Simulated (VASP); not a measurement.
# K2ZnSnF6 (a cell with a defect) in VASP: a series of runs

Aim: see how the results for K2ZnSnF6 (a cell with a defect) move with the level of theory and the settings. Levels: RPBE, r2SCAN+D3(BJ), r2SCAN. Tasks: single point.

All numbers are computed with VASP 6.6.1; they aren't measurements. Logs are shortened: lines on timing, memory, paths and dates and some standing lists are left out, and cuts for length are marked.

## 1. The cell of the first run

The cell holds a defect, 10 atoms: a = 8.105 Å, b = 4.052 Å, c = 4.052 Å, α = 90.00°, β = 90.00°, γ = 90.00°.

## 2. Single point, RPBE

The input, INCAR:

```
PREC = Accurate ; ENCUT = 520
EDIFF = 1E-7 ; ISMEAR = -1
SIGMA = 0.05 ; LREAL = F
LASPH = T ; NELM = 60
ALGO = Normal ; ISIF = 2
LWAVE = F ; LCHARG = F
GGA = RP ; NBANDS = 54
```

The input, KPOINTS:

```
Automatic mesh
0
Gamma
  2 2 2
  0.5 0.5 0.5
```

The input, POSCAR:

```
K2ZnSnF6
1.0
    8.1045260000      0.0000000000      0.0000000000
    0.0000000000      4.0522630000      0.0000000000
    0.0000000000      0.0000000000      4.0522630000
K Sn Zn F
2 1 1 6
Direct
    0.0017920000      0.0070160000      0.9833300000
    0.4982000000      0.0121200000      0.0135100000
    0.2560280000      0.5221670000      0.4937540000
    0.7502690000      0.5017070000      0.5164280000
    0.2469970000      0.4934500000      0.0192610000
    0.7535510000      0.5049460000      0.0078650000
    0.9961430000      0.5126730000      0.5030500000
    0.4961360000      0.4805150000      0.5138690000
    0.2537060000      0.0199760000      0.4886860000
    0.7539770000      0.0116680000      0.4918630000
```

Potentials or basis: VASP PAW PBE potentials, release 64 (K_sv, Sn_d, Zn, F).

Run with:

```console
$ cat potpaw_PBE.64/K_sv/POTCAR potpaw_PBE.64/Sn_d/POTCAR potpaw_PBE.64/Zn/POTCAR potpaw_PBE.64/F/POTCAR > POTCAR
$ mpirun -np 1 vasp_std > vasp.out
```

OUTCAR:

```text
PREC = Accurate
   ENCUT = 520
   EDIFF = 1E-7
   ISMEAR = -1
   LREAL = F
   LASPH = T
   NELM = 60
   ISIF = 2
   GGA = RP

 ion  position               nearest neighbor table
   1  0.002  0.007  0.983-   7 2.79   5 2.80   7 2.83  10 2.83   6 2.85   4 3.43   3 3.47   3 3.52
                             3 3.54   3 3.59
   2  0.498  0.012  0.014-   9 2.76   8 2.78   8 2.78   5 2.82  10 2.84   3 3.40   3 3.45   3 3.50
                             3 3.54
   3  0.256  0.522  0.494-   5 1.93   8 1.95   9 2.02   9 2.04   7 2.11   5 2.13   2 3.40   2 3.45
                             1 3.47   2 3.50   1 3.52   1 3.54   2 3.54   1 3.59
   4  0.750  0.502  0.516-  10 1.99   6 1.99   7 1.99   6 2.06   8 2.06  10 2.07   1 3.43
   5  0.247  0.493  0.019-   3 1.93   3 2.13   1 2.80   2 2.82
   6  0.754  0.505  0.008-   4 1.99   4 2.06   1 2.85
   7  0.996  0.513  0.503-   4 1.99   3 2.11   1 2.79   1 2.83
   8  0.496  0.481  0.514-   3 1.95   4 2.06   2 2.78   2 2.78
   9  0.254  0.020  0.489-   3 2.02   3 2.04   2 2.76
  10  0.754  0.012  0.492-   4 1.99   4 2.07   1 2.83   2 2.84

  LATTYP: Found a simple tetragonal cell.
 ALAT       =     4.0522630000
 C/A-ratio  =     2.0000000000

  Lattice vectors:

 A1 = (   0.0000000000,   4.0522630000,   0.0000000000)
 A2 = (   0.0000000000,   0.0000000000,   4.0522630000)
 A3 = (   8.1045260000,   0.0000000000,   0.0000000000)

Analysis of symmetry for initial positions (statically):
=====================================================================
 Subroutine PRICEL returns:
 Original cell was already a primitive cell.

 Routine SETGRP: Setting up the symmetry group for a
 simple tetragonal supercell.

 Subroutine GETGRP returns: Found  1 space group operations
 (whereof  1 operations were pure point group operations)
 out of a pool of 16 trial point group operations.

The static configuration has the point symmetry C_1 .

Analysis of symmetry for dynamics (positions and initial velocities):
=====================================================================
 Subroutine PRICEL returns:
 Original cell was already a primitive cell.

 Routine SETGRP: Setting up the symmetry group for a
[... 102 lines left out ...]
   LREAL  =      F    real-space projection
   EDIFFG = 0.1E-05   stopping-criterion for IOM
   NSW    =      0    number of steps for IOM
   IBRION =     -1    ionic relax: 0-MD 1-quasi-New 2-CG
   NFREE  =      0    steps in history (QN), initial steepest desc. (CG)
   ISIF   =      2    stress and relaxation
   ISYM   =      2    0-nonsym 1-usesym 2-fastsym
   POTIM  = 0.5000    time-step for ionic-motion
   TEBEG  =    0.0;   TEEND  =   0.0 temperature during run
   PSTRESS=    0.0 pullay stress
   NELECT =      86.0000    total number of electrons
   NUPDOWN=      -1.0000    fix difference up-down
   EMIN   =  10.00;   EMAX   =-10.00  energy-range for DOS
   EFERMI =   0.00;   METHOD = LEGACY
   ISMEAR =    -1;   SIGMA  =   0.05  broadening in eV -4-tet -1-fermi 0-gaus
   EFERMI_NEDOS =   21; number of points for ismear=-14 and -15
   IALGO  =     38    algorithm
   IMIX   =      4    mixing-type and parameters
     AMIX     =   0.40;   BMIX     =  1.00
     AMIX_MAG =   1.60;   BMIX_MAG =  1.00
  volume/ion in A,a.u.               =      13.31        89.81
  Fermi-wavevector in a.u.,A,eV,Ry     =   1.415359  2.674641 27.255760  2.003242
  Thomas-Fermi vector in A             =   2.536806
   LORBIT       =      0    0 simple, 1 ext, 2 COOP (PROOUT), +10 PAW based schemes
   GGA     = RP    functional components
   LHFCALC =     F    Hartree Fock is set to
   AEXX    =    0.0000 exact exchange contribution
   IVDW    =     0    specifies the selected vdW correction
   LEPSILON=     F    determine dielectric tensor
   LRPA    =     F    only Hartree local field effects (RPA)
 non-spin polarized calculation
  energy-cutoff  :      520.00
  volume of cell :      133.08
 maximum number of plane-waves:      3590
 NGX is ok and might be reduce to    60
   NGX = 31   NGY = 15   NGZ = 15

 number of electron      86.0000044 magnetization

 Free energy of the ion-electron system (eV)
  ---------------------------------------------------
  ext. energy  EPLUGINS =         0.00000000
  ---------------------------------------------------
  free energy    TOTEN  =       -35.38452889 eV

  energy without entropy =      -35.38452889  energy(sigma->0) =      -35.38452889

 E-fermi :   6.3602     XC(G=0):  -9.7836

 val. band max:        5.0866484213   @ k =   0.2500  -0.2500   0.2500
 cond. band min:       7.7299642678   @ k =   0.2500  -0.2500  -0.2500
 fundamental gap:      2.6433158465
 Fermi energy:         6.3602358438

 k-point     1 :       0.2500    0.2500    0.2500
  band No.  band energies     occupation
      1     -26.5150      2.00000
      2     -26.1673      2.00000
      3     -21.6628      2.00000
      4     -21.5127      2.00000
      5     -21.3503      2.00000
      6     -20.3905      2.00000
[... 217 lines left out ...]
     53      11.8729      0.00000
     54      12.0006      0.00000

------------------------ aborting loop because EDIFF is reached ----------------------------------------

  FORCE on cell =-STRESS in cart. coord.  units (eV):
  Direction    XX          YY          ZZ          XY          YZ          ZX
  --------------------------------------------------------------------------------------
  -------------------------------------------------------------------------------------
  Total       26.8515678     28.4854429     28.9494249     -0.8038053      0.0233686      0.2783854
  in kB      323.2640149    342.9341146    348.5199597     -9.6769513      0.2813334      3.3514607
  external PRESSURE =     338.2393631 kB  Pullay stress =       0.0000000 kB

 VOLUME and BASIS-vectors are now :
 -----------------------------------------------------------------------------
  energy-cutoff  :      520.00
  volume of cell :      133.08
      direct lattice vectors                 reciprocal lattice vectors
     8.104526000  0.000000000  0.000000000     0.123387845  0.000000000  0.000000000
     0.000000000  4.052263000  0.000000000     0.000000000  0.246775691  0.000000000
     0.000000000  0.000000000  4.052263000     0.000000000  0.000000000  0.246775691

 POSITION                                       TOTAL-FORCE (eV/Angst)
 -----------------------------------------------------------------------------------
      0.01452      0.02843      3.98471        -0.564698      0.021192      0.144003
      4.03767      0.04911      0.05475         0.731448     -0.078396     -0.148953
      2.07499      2.11596      2.00082        -2.088306      0.206178      2.361554
      6.08057      2.03305      2.09270         0.005517      0.354392     -0.332641
      2.00179      1.99959      0.07805        -0.097651     -0.431129     -1.992969
      6.10717      2.04617      0.03187        -0.216840      0.075772      0.156121
      8.07327      2.07749      2.03849        -2.499773     -0.101243     -0.061962
      4.02095      1.94717      2.08233         4.933657     -0.272298      0.032553
      2.05617      0.08095      1.98028        -0.005198      0.739513     -0.229981
      6.11063      0.04728      1.99316        -0.198157     -0.513980      0.072274
 -----------------------------------------------------------------------------------
    total drift:                                0.000834     -0.002312      0.001590

  FREE ENERGIE OF THE ION-ELECTRON SYSTEM (eV)
  ---------------------------------------------------
  free  energy   TOTEN  =       -35.3845288929 eV

  energy  without entropy=      -35.3845288928  energy(sigma->0) =      -35.38452889
```

OSZICAR:

```text
N       E                     dE             d eps       ncg     rms          rms(c)
DAV:   1     0.125010575458E+04    0.12501E+04   -0.42477E+04   446   0.207E+03
DAV:   2     0.146076068916E+03   -0.11040E+04   -0.10546E+04   496   0.622E+02
DAV:   3    -0.293418320432E+02   -0.17542E+03   -0.17320E+03   488   0.224E+02
DAV:   4    -0.395873751384E+02   -0.10246E+02   -0.10199E+02   600   0.544E+01
DAV:   5    -0.399005910122E+02   -0.31322E+00   -0.31277E+00   664   0.838E+00    0.157E+01
DAV:   6    -0.352716225007E+02    0.46290E+01   -0.15597E+01   708   0.338E+01    0.849E+00
DAV:   7    -0.353820580065E+02   -0.11044E+00   -0.22401E+00   480   0.732E+00    0.532E+00
DAV:   8    -0.354095040988E+02   -0.27446E-01   -0.58438E-01   688   0.113E+01    0.113E+00
DAV:   9    -0.353808526325E+02    0.28651E-01   -0.10673E-01   704   0.716E+00    0.405E-01
DAV:  10    -0.353833453474E+02   -0.24927E-02   -0.59523E-02   656   0.263E+00    0.213E-01
DAV:  11    -0.353841315996E+02   -0.78625E-03   -0.82343E-03   536   0.708E-01    0.141E-01
DAV:  12    -0.353845379737E+02   -0.40637E-03   -0.20419E-03   480   0.402E-01    0.751E-02
DAV:  13    -0.353845122515E+02    0.25722E-04   -0.57645E-04   640   0.575E-01    0.266E-02
DAV:  14    -0.353845308632E+02   -0.18612E-04   -0.14961E-04   592   0.204E-01    0.171E-02
DAV:  15    -0.353845278990E+02    0.29641E-05   -0.51915E-05   656   0.140E-01    0.364E-03
DAV:  16    -0.353845288191E+02   -0.92005E-06   -0.98286E-06   608   0.291E-02    0.311E-03
DAV:  17    -0.353845289005E+02   -0.81411E-07   -0.17363E-06   608   0.175E-02    0.739E-04
DAV:  18    -0.353845288929E+02    0.76143E-08   -0.29426E-07   416   0.428E-03
   1 F= -.35384529E+02 E0= -.35384529E+02  d E =-.214861E-10
```

stdout:

```text
POSCAR found type information on POSCAR K SnZnF
 POSCAR found :  4 types and      10 ions
 scaLAPACK will be used
 -----------------------------------------------------------------------------
|                                                                             |
|                                                                             |
|     You enforced a specific xc type in the INCAR file but a different       |
|     I HOPE YOU KNOW WHAT YOU ARE DOING!                                     |
|                                                                             |
 -----------------------------------------------------------------------------

 LDA part: xc-table for (Slater+PW92), standard interpolation
 POSCAR, INCAR and KPOINTS ok, starting setup
 FFT: planning ... GRIDC
 FFT: planning ... GRID_SOFT
 FFT: planning ... GRID
 WAVECAR not read
 entering main loop
```

Wall time 88 s (1 thread of Intel Xeon 8259CL, shared host); peak memory 0.24 GiB.

What came out:

```
Free energy            : -35.3845 eV
Pressure               : 33.8 GPa
Largest force          : 4.941 eV/Å
Band gap on the k mesh : 2.64 eV
```

Forces in eV/Å, atoms in the order of the input:
```
K   -0.565  0.021  0.144
K    0.731 -0.078 -0.149
Sn  -2.088  0.206  2.362
Zn   0.006  0.354 -0.333
F   -0.098 -0.431 -1.993
F   -0.217  0.076  0.156
F   -2.500 -0.101 -0.062
F    4.934 -0.272  0.033
F   -0.005  0.740 -0.230
F   -0.198 -0.514  0.072
```

Levels at points of the mesh, in eV from the valence-band top:
```tsv
k point	band 41	band 42	band 43	band 44	band 45	band 46
(0.25, 0.25, 0.25)	-5.12	-4.79	-0.02	2.65	4.55	4.82
```

Caveat: the k points lie up to 0.78 Å⁻¹ apart; the PAW data sets were made with another functional, which shifts forces and pressure a little; spin-orbit coupling is left out, which moves the levels of the heavy elements.

## 3. Single point, r2SCAN+D3(BJ)

POSCAR is that of step 2.

The input, INCAR.step1:

```
  ALGO = Normal
  EDIFF = 1E-4
  ENCUT = 520
  GGA = PE
  ISMEAR = -1
  LASPH = T
  LCHARG = F
  LREAL = F
  LWAVE = T
  NBANDS = 54
  NELM = 60
  PREC = Accurate
  SIGMA = 0.05
```

The input, INCAR.step2:

```
  ALGO = Normal
  EDIFF = 1E-7
  ENCUT = 520
  ISIF = 2
  ISMEAR = -1
  ISTART = 1
  IVDW = 12
  LASPH = T
  LCHARG = T
  LELF = T
  LMIXTAU = T
  LREAL = F
  LVHAR = T
  LWAVE = F
  METAGGA = R2SCAN
  NBANDS = 54
  NELM = 60
  PREC = Accurate
  SIGMA = 0.05
  VDW_A1 = 0.49484001
  VDW_A2 = 5.73083694
  VDW_S6 = 1.0
  VDW_S8 = 0.78981345
```

KPOINTS is that of step 2.

Potentials or basis: VASP PAW PBE potentials, release 64 (K_sv, Sn_d, Zn, F).

Run with:

```console
$ cat potpaw_PBE.64/K_sv/POTCAR potpaw_PBE.64/Sn_d/POTCAR potpaw_PBE.64/Zn/POTCAR potpaw_PBE.64/F/POTCAR > POTCAR
$ cp INCAR.step1 INCAR
$ mpirun -np 1 vasp_std > vasp.out
$ cp INCAR.step2 INCAR
$ mpirun -np 1 vasp_std > vasp.out
```

It took 5.6 min on 1 thread of Intel Xeon 8259CL, shared host; peak memory 0.25 GiB.

Results (log left out):

```yaml
Free_energy: -88.2968 eV
Pressure: 24.5 GPa
Largest_force: 5.027 eV/Å
Band_gap_on_the_k_mesh: 2.76 eV
Dispersion_energy_per_atom: -0.082 eV
```

Forces in eV/Å, atoms in the order of the input:
```
K   -0.582  0.031  0.124
K    0.728 -0.032 -0.138
Sn  -2.031  0.153  2.229
Zn   0.097  0.248 -0.308
F   -0.080 -0.486 -1.710
F   -0.225  0.071  0.110
F   -2.737 -0.118 -0.075
F    5.018 -0.303 -0.013
F    0.020  0.899 -0.318
F   -0.207 -0.462  0.099
```

Stress tensor (GPa, compression positive):
```
22.99 -1.01  0.31
-1.01 24.98 -0.06
 0.31 -0.06 25.53
```

Levels at points of the mesh, in eV from the valence-band top:
```
           k point  band 40  band 41  band 42  band 43  band 44  band 45  band 46  band 47
(0.25, 0.25, 0.25)    -6.30    -5.63    -5.32    -0.02     2.76     4.66     4.91     5.09
```

Caveat: the k points lie up to 0.78 Å⁻¹ apart; three body term missing; the PAW data sets were made with another functional, which shifts forces and pressure a little; spin-orbit coupling is left out, which moves the levels of the heavy elements.

## 4. Single point, r2SCAN

POSCAR is that of step 3.

The input, INCAR.step1:

```
ALGO = Normal ; EDIFF = 1E-4
ENCUT = 520 ; GGA = PE
ISMEAR = -1 ; LASPH = True
LCHARG = False ; LREAL = False
LWAVE = True ; NBANDS = 54
NELM = 100 ; PREC = Accurate
SIGMA = 0.05
```

The input, INCAR.step2:

```
ALGO = Normal ; EDIFF = 1E-6
ENCUT = 520 ; ISIF = 2
ISMEAR = -1 ; ISTART = 1
LASPH = True ; LCHARG = False
LMIXTAU = True ; LREAL = False
LWAVE = False ; METAGGA = R2SCAN
NBANDS = 54 ; NELM = 100
PREC = Accurate ; SIGMA = 0.05
```

KPOINTS is that of step 3.

Run with:

```console
$ cat potpaw_PBE.64/K_sv/POTCAR potpaw_PBE.64/Sn_d/POTCAR potpaw_PBE.64/Zn/POTCAR potpaw_PBE.64/F/POTCAR > POTCAR
$ cp INCAR.step1 INCAR
$ mpirun -np 1 vasp_std > vasp.out
$ cp INCAR.step2 INCAR
$ mpirun -np 1 vasp_std > vasp.out
```

It took 4.3 min on 1 thread of Intel Xeon 8259CL, shared host; peak memory 0.25 GiB.

It converged, with:

```
Free energy            : -87.4741 eV
Pressure               : 25.5 GPa
Largest force          : 5.027 eV/Å
Band gap on the k mesh : 2.76 eV
```

Forces on the atoms (eV/Å):
```
K   -0.581  0.031  0.124
K    0.727 -0.033 -0.138
Sn  -2.031  0.153  2.229
Zn   0.097  0.248 -0.308
F   -0.080 -0.486 -1.710
F   -0.225  0.071  0.110
F   -2.737 -0.118 -0.075
F    5.018 -0.303 -0.013
F    0.020  0.899 -0.318
F   -0.207 -0.462  0.099
```

Stress tensor (GPa, compression positive):
```
24.03 -1.01  0.31
-1.01 26.01 -0.06
 0.31 -0.06 26.57
```

Levels at points of the mesh, in eV from the valence-band top:
```tsv
k point	band 41	band 42	band 43	band 44	band 45	band 46
(0.25, 0.25, 0.25)	-5.63	-5.32	-0.02	2.76	4.66	4.91
```

Caveat: the k points lie up to 0.78 Å⁻¹ apart; the PAW data sets were made with another functional, which shifts forces and pressure a little; spin-orbit coupling is left out, which moves the levels of the heavy elements.

## 5. Overview

```csv
level,gap on the mesh (eV),pressure (GPa),largest force (eV/Å)
RPBE,2.64,33.8,4.94
r2SCAN+D3(BJ),2.76,24.5,5.03
r2SCAN,2.76,25.5,5.03
```

Alike in all rows: task single point; potentials or basis VASP PAW PBE potentials, release 64 (K_sv, Sn_d, Zn, F); no spin polarisation; cell as given; k mesh 2 × 2 × 2, shifted; cutoff (eV) 520; smearing fermi-dirac 0.05 eV.

Caveats: all runs use coarse meshes; the PAW data sets were made with another functional, which shifts forces and pressure a little; spin-orbit coupling is left out, which moves the levels of the heavy elements; three body term missing (at least some runs).

Total energies depend on the potentials used, so only differences within one code and one set of settings carry meaning.
